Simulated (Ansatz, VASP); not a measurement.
One calculation of Cu, two programs

POSCAR

```
Cu
1.0
    0.0000000000      1.8061483946      1.8061483946
    1.8061483946      0.0000000000      1.8061483946
    1.8061483946      1.8061483946      0.0000000000
Cu
1
Direct
    0.0000000000      0.0000000000      0.0000000000
```

File INCAR.step1:

```
SYSTEM = Cu
ALGO     = Normal         ! electronic algorithm
EDIFF    = 1E-4           ! SCF threshold, eV
ENCUT    = 520            ! plane-wave cutoff, eV
GGA      = PE             ! functional
ISMEAR   = 0              ! smearing method
LASPH    = .TRUE.         ! aspherical terms in the spheres
LCHARG   = .FALSE.        ! write CHGCAR
LREAL    = .FALSE.        ! projectors in reciprocal space
LWAVE    = .TRUE.         ! write WAVECAR
NBANDS   = 12             ! bands
NELM     = 80             ! most SCF steps
PREC     = Accurate       ! precision mode
SIGMA    = 0.1            ! smearing width, eV
```

The input INCAR.step2:

```
SYSTEM = Cu
ALGO     = Normal         ! electronic algorithm
EDIFF    = 1E-7           ! SCF threshold, eV
ENCUT    = 520            ! plane-wave cutoff, eV
ISIF     = 2              ! what is computed and relaxed
ISMEAR   = 0              ! smearing method
ISTART   = 1            
LASPH    = .TRUE.         ! aspherical terms in the spheres
LCHARG   = .FALSE.        ! write CHGCAR
LMIXTAU  = .TRUE.       
LREAL    = .FALSE.        ! projectors in reciprocal space
LWAVE    = .FALSE.        ! write WAVECAR
METAGGA  = R2SCAN         ! meta-GGA
NBANDS   = 12             ! bands
NELM     = 80             ! most SCF steps
PREC     = Accurate       ! precision mode
SIGMA    = 0.1            ! smearing width, eV
```

KPOINTS

```
k-points
0
G
  20 20 20
  0 0 0
```

Input for Ansatz:

```yaml
crystal:
  lattice:
    - [0.0, 1.8061483912, 1.8061483912]
    - [1.8061483912, 0.0, 1.8061483912]
    - [1.8061483912, 1.8061483912, 0.0]
  atoms:
    - { symbol: Cu, position: [0.0, 0.0, 0.0] }
basis:
  ecutwfc: 500
kpoints:
  mp_grid: { grid: [20, 20, 20] }
hamiltonian:
  xc: r2scan
scf:
  occupations: { method: gaussian, width: 0.1 }
output:
  forces: true
  stress: true
  eigenvalues: true
```

Alike in both runs: task single point; functional r2SCAN; k mesh 20 × 20 × 20; occupations gaussian, width 0.1 eV; no spin polarisation.

|  | VASP | Ansatz |
| --- | --- | --- |
| version | VASP 6.6.1 | Ansatz 0.2.0 |
| potentials or method | VASP PAW PBE potentials, release 64 (Cu), cutoff 520 eV | scalar-relativistic, plane waves, PAW |
| valence electrons in the cell | 11 | 19 |

```csv
,VASP,Ansatz,Ansatz less VASP
gap on the k mesh at the Fermi level (eV),none,none,-
pressure (GPa),-3.9,-4.5,-0.60
```

VASP's potentials were made for PBE, not for r2SCAN. A gap of «none» marks a metal or a gap that the smearing closes. With one functional, cell and mesh, what is left measures potentials, basis and numerics. VASP's potentials hold 11 valence electrons a cell and Ansatz's 19, so a difference there can come from the potentials and not from the codes.
